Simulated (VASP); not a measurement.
# AlNi (C2/m) in VASP: notebook, part 2 of 2

VASP 6.6.1. The steps go on from the part before.

### Step 3. Single point, r2SCAN, collinear spin, ferromagnetic start

This run uses another cell than the first one, of 12.20 Å³/atom.

POSCAR reads:

```
AlNi
1.0
    2.2852397227     -1.3853194495      0.0000000000
    2.2852397227      1.3853194495      0.0000000000
   -1.3473470277      0.0000000000      3.8547913226
Ni Al
1 1
Direct
    0.5000000000      0.5000000000      0.5000000000
    0.0000000000      0.0000000000      0.0000000000
```

INCAR.step1 reads:

```
ALGO = Normal ; EDIFF = 1E-4
ENCUT = 520 ; GGA = PE
ISMEAR = -1 ; ISPIN = 2
LASPH = True ; LCHARG = False
LMAXMIX = 4 ; LREAL = False
LWAVE = True ; MAGMOM = 1 0
NBANDS = 18 ; NELM = 150
PREC = Accurate ; SIGMA = 0.05
```

INCAR.step2 reads:

```
ALGO = Normal ; EDIFF = 1E-6
ENCUT = 520 ; ISIF = 2
ISMEAR = -1 ; ISPIN = 2
ISTART = 1 ; LASPH = True
LCHARG = False ; LMAXMIX = 4
LMIXTAU = True ; LORBIT = 11
LREAL = False ; LWAVE = False
MAGMOM = 1 0 ; METAGGA = R2SCAN
NBANDS = 18 ; NELM = 150
PREC = Accurate ; SIGMA = 0.05
```

KPOINTS reads:

```
k-points
0
Gamma
  11 11 7
```

Potentials or basis: VASP PAW PBE potentials, release 64 (Ni, Al).

Launch:

```sh
$ cat potpaw_PBE.64/Ni/POTCAR potpaw_PBE.64/Al/POTCAR > POTCAR
$ cp INCAR.step1 INCAR
$ mpirun -np 1 vasp_std > vasp.out
$ cp INCAR.step2 INCAR
$ mpirun -np 1 vasp_std > vasp.out
```

OUTCAR:

```text
EDIFF = 1E-6
   ENCUT = 520
   ISIF = 2
   ISMEAR = -1
   ISPIN = 2
   ISTART = 1
   LASPH = True
   LORBIT = 11
   LREAL = False
   METAGGA = R2SCAN
   NELM = 150
   PREC = Accurate

 ion  position               nearest neighbor table
   1  0.500  0.500  0.500-   2 2.47   2 2.47   2 2.47   2 2.47   2 2.51   2 2.51
   2  0.000  0.000  0.000-   1 2.47   1 2.47   1 2.47   1 2.47   1 2.51   1 2.51

  LATTYP: Found a base centered monoclinic cell.
 ALAT       =     4.5704794454
 B/A-ratio  =     0.6062031198
 C/A-ratio  =     0.8934454424
 COS(beta)  =    -0.3299511685
[... 1227 lines left out ...]
  external PRESSURE =       0.3895049 kB  Pullay stress =       0.0000000 kB

 VOLUME and BASIS-vectors are now :
 -----------------------------------------------------------------------------
  energy-cutoff  :      520.00
  volume of cell :       24.41
      direct lattice vectors                 reciprocal lattice vectors
     2.285239723 -1.385319450  0.000000000     0.218795427 -0.360927583  0.076474533
     2.285239723  1.385319450  0.000000000     0.218795427  0.360927583  0.076474533
    -1.347347028  0.000000000  3.854791323     0.000000000  0.000000000  0.259417415

 POSITION                                       TOTAL-FORCE (eV/Angst)
 -----------------------------------------------------------------------------------
      1.61157      0.00000      1.92740         0.000000     -0.000000      0.000000
      0.00000      0.00000      0.00000         0.000000      0.000000      0.000000
 -----------------------------------------------------------------------------------
    total drift:                                0.000000      0.000000      0.000000

  FREE ENERGIE OF THE ION-ELECTRON SYSTEM (eV)
  ---------------------------------------------------
  free  energy   TOTEN  =       -19.5050603876 eV

  energy  without entropy=      -19.4979277234  energy(sigma->0) =      -19.50149406

 total charge

# of ion       s       p       d       tot
------------------------------------------
    1        0.475   0.520   8.438   9.432
    2        0.413   0.434   0.000   0.847
--------------------------------------------------
tot          0.887   0.954   8.438  10.279

 magnetization (x)

# of ion       s       p       d       tot
------------------------------------------
    1        0.000   0.000  -0.000  -0.000
    2        0.000   0.000   0.000   0.000
--------------------------------------------------
tot          0.000   0.000  -0.000  -0.000
```

OSZICAR.step1:

```text
N       E                     dE             d eps       ncg     rms          rms(c)
DAV:   1     0.450508145328E+02    0.45051E+02   -0.52499E+03 17312   0.786E+02
DAV:   2    -0.909254168788E+01   -0.54143E+02   -0.47520E+02 18326   0.161E+02
DAV:   3    -0.117036937484E+02   -0.26112E+01   -0.25541E+01 20174   0.364E+01
DAV:   4    -0.117381780900E+02   -0.34484E-01   -0.34457E-01 19908   0.371E+00
DAV:   5    -0.117389848390E+02   -0.80675E-03   -0.80668E-03 20252   0.618E-01    0.140E+01
DAV:   6    -0.160501973984E+02   -0.43112E+01   -0.74224E+01 20370   0.912E+01    0.220E+01
DAV:   7    -0.101952890810E+02    0.58549E+01   -0.15821E+01 20036   0.505E+01    0.334E+00
DAV:   8    -0.100460813828E+02    0.14921E+00   -0.10350E+00 22520   0.956E+00    0.118E+00
DAV:   9    -0.100305618471E+02    0.15520E-01   -0.67988E-02 21830   0.254E+00    0.595E-01
DAV:  10    -0.100310281856E+02   -0.46634E-03   -0.25664E-03 22254   0.474E-01    0.237E-01
DAV:  11    -0.100308910538E+02    0.13713E-03   -0.10599E-03 18832   0.274E-01    0.112E-01
DAV:  12    -0.100308718507E+02    0.19203E-04   -0.25536E-04 10554   0.161E-01
   1 F= -.10030872E+02 E0= -.10027196E+02  d E =-.735251E-02  mag=     0.0002
```

It took 17 min on 1 thread of Intel Xeon 8259CL, shared host; peak memory 0.27 GiB.

Results:

| Quantity | Value |
| --- | --- |
| Free energy | -19.5051 eV |
| Pressure | 0.0 GPa |
| Net moment | 0.00 μB per cell |
| Valence electrons inside the program's atomic spheres | Ni 9.43; Al 0.85 |

Caveat: the moments typed at the start vanished in this run; the PAW data sets were made with another functional, which shifts forces and pressure a little.
